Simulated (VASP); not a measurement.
# Mo11P9: single point with PBE

System: Mo11P9.

```
Mo P
1.0
     6.09504   -0.08539    0.17926
    -0.08539    6.72164    0.17039
     0.17926    0.17039    6.74637
Mo P
11 9
Direct
  0.65707 0.84466 0.16955
  0.70169 0.46426 0.91328
  0.32985 0.60742 0.19756
  0.53101 0.24237 0.30475
  0.03468 0.29507 0.35589
  0.12915 0.97535 0.12660
  0.33580 0.89526 0.50469
  0.49769 0.07936 0.87195
  0.06190 0.23925 0.76709
  0.61661 0.58222 0.51726
  0.80213 0.95461 0.54370
  0.29413 0.31474 0.03347
  0.26129 0.48657 0.57032
  0.09804 0.88817 0.77712
  0.82371 0.15002 0.04575
  0.00873 0.72710 0.39153
  0.78914 0.51911 0.21819
  0.08081 0.59553 0.93086
  0.57220 0.75988 0.80531
  0.69893 0.26684 0.61221
```

- Program: VASP 6.6.1
- Task: single point
- Functional: PBE
- Potentials or basis: VASP PAW PBE potentials, release 64 (Mo_sv, P)
- Cutoff: 400 eV
- k mesh: 1 × 1 × 1, shifted
- Occupations: fermi-dirac, width 0.05 eV
- Spin: no spin polarisation

The pressure is 22.0 GPa, the largest force is 2.116 eV/Å and the band gap on the k mesh is zero (an odd number of electrons rules out a gap without spin polarisation).

Forces on the atoms (eV/Å):
```
Mo   0.490  0.573  0.510
Mo  -0.459 -0.495  0.014
Mo  -0.896 -0.365  0.426
Mo  -0.365 -1.531 -1.415
Mo   0.173  0.234 -0.013
Mo   0.362  0.641  0.976
Mo   0.251 -0.002 -0.728
Mo   0.181 -1.092 -0.419
Mo   0.390  0.773  0.014
Mo   1.061  1.262 -0.007
Mo   0.049 -0.249 -0.164
P   -1.103 -0.285 -0.251
P   -0.401 -0.225 -0.546
P   -0.245 -0.005  0.799
P   -0.005 -0.034  1.127
P    0.432 -1.084 -1.181
P    0.664 -0.010  0.154
P   -0.601 -0.113 -0.538
P   -0.154  1.314  0.222
P    0.178  0.693  1.019
```

Stress tensor (GPa, compression positive):
```
14.38 -1.27 -0.55
-1.27 28.23 -1.29
-0.55 -1.29 23.30
```

Levels at points of the mesh, in eV from the Fermi level:
```csv
k point,band 96,band 97,band 98,band 99,band 100,band 101,band 102,band 103,band 104,band 105
"(0.25, 0.25, 0.25)",-0.62,-0.35,-0.25,-0.16,-0.01,0.32,0.47,0.54,0.73,0.95
```

Wall time 55 s on 1 thread of AMD EPYC 7R13 Processor (Zen 3), with other jobs on the host, peak memory 0.25 GiB.

Caveat: the atoms stand as in a frame of molecular dynamics.
